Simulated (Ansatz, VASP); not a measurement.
**BiN: VASP beside Ansatz**

```
Bi N
1.0
     0.00000    2.77610    2.77610
     2.77610    0.00000    2.77610
     2.77610    2.77610    0.00000
Bi N
1 1
Cartesian
  0.0000 0.0000 0.0000
  1.3881 1.3881 1.3881
```

Alike in both runs: task single point; functional r2SCAN; k mesh 10 × 10 × 10; occupations gaussian, width 0.05 eV; no spin polarisation.

```csv
,VASP,Ansatz
version,VASP 6.6.1,Ansatz 0.2.0
potentials or method,"VASP PAW PBE potentials, release 64 (Bi_d, N), cutoff 520 eV","scalar-relativistic, plane waves, PAW"
valence electrons in the cell,20,20
```

```tsv
	VASP	Ansatz	Ansatz less VASP
pressure (GPa)	-1.8	-2.1	-0.25
```

VASP's potentials were made for PBE, not for r2SCAN.

Spin-orbit coupling is off throughout.
